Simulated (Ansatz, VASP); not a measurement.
## B in VASP and in Ansatz

```xyz
12
Lattice="3.2899 0.0000 0.0000 0.0000 2.9577 0.0000 0.0000 0.0000 8.5874" Properties=species:S:1:pos:R:3 pbc="T T T"
B     2.8076    0.7351    1.6454
B     1.1627    0.7437    2.6483
B     2.1272    2.2140    2.6483
B     0.4823    2.2226    1.6454
B     0.4823    2.2226    6.9420
B     2.1272    2.2140    5.9391
B     1.1627    0.7437    5.9391
B     2.8076    0.7351    6.9420
B     2.5446    2.4815    4.2937
B     0.8997    1.9551    0.0000
B     2.3902    1.0026    0.0000
B     0.7453    0.4763    4.2937
```

Alike in both runs: functional PBE; k mesh 6 × 4 × 2; occupations gaussian, width 0.1 eV; no spin polarisation.

Ansatz relaxed the structure, and its values are those at the end. VASP's run is a single point on that final structure, the one shown.

|  | VASP | Ansatz |
| --- | --- | --- |
| version | VASP 6.6.1 | Ansatz 0.2.0 |
| potentials or method | VASP PAW PBE potentials, release 64 (B), cutoff 520 eV | scalar-relativistic, plane waves, PAW |
| valence electrons in the cell | 36 | 36 |

|  | VASP | Ansatz | Ansatz less VASP |
| --- | --- | --- | --- |
| gap on the k mesh at the Fermi level (eV) | none | none | - |
| pressure (GPa) | 0.0 | 0.0 | -0.02 |
| rms of the force components (eV/Å) | 0.007 | 0.007 | -0.0004 |

A gap of «none» marks a metal or a gap that the smearing closes. With one functional, cell and mesh, what is left measures potentials, basis and numerics.

The k mesh is coarse, so the values compare programs but aren't converged.
